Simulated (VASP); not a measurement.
HfGe, 2 atoms in the cell. The structure is hexagonal, space group P-6m2 (No. 187). Conventional cell: a = 4.804 Å, b = 4.804 Å, c = 3.330 Å, α = 90.00°, β = 90.00°, γ = 120.00°. Within 3.7 Å of Hf (site symmetry -6m2) lie 3 Ge at 2.77 Å and 2 Hf at 3.33 Å. Within 3.7 Å of Ge (site symmetry -6m2) lie 3 Hf at 2.77 Å and 2 Ge at 3.33 Å. 

| Quantity | Value |
| --- | --- |
| Program | VASP 6.6.1 |
| Task | single point |
| Functional | HF |
| Potentials or basis | VASP PAW PBE potentials, release 64 (Hf_pv, Ge_d) |
| Cutoff | 520 eV |
| k mesh | 4 × 4 × 4 |
| Occupations | fermi-dirac, width 0.05 eV |
| Spin | no spin polarisation |
| Dipole correction | no |
| Grid for exact exchange (PRECFOCK) | Normal |
| Further INCAR settings | ALGO = Normal; EDIFF = 1e-06; NBANDS = 19 |
| Share of exact exchange | 1 |

Potentials or basis: VASP PAW PBE potentials, release 64 (Hf_pv, Ge_d).

The run is started by

```sh
$ cat potpaw_PBE.64/Hf_pv/POTCAR potpaw_PBE.64/Ge_d/POTCAR > POTCAR
$ cp INCAR.step1 INCAR
$ mpirun -np 1 vasp_std > vasp.out
$ cp INCAR.step2 INCAR
$ mpirun -np 1 vasp_std > vasp.out
```

Hardware: 1 thread of Intel(R) Xeon(R) Platinum 8375C CPU @ 2.90GHz (Ice Lake), with other jobs on the host.

How long does it take, and how much memory?

Run time: 44 min on 1 thread of Intel(R) Xeon(R) Platinum 8375C CPU @ 2.90GHz (Ice Lake), on a shared host, peak memory 0.21 GiB. Counts: k points 12.
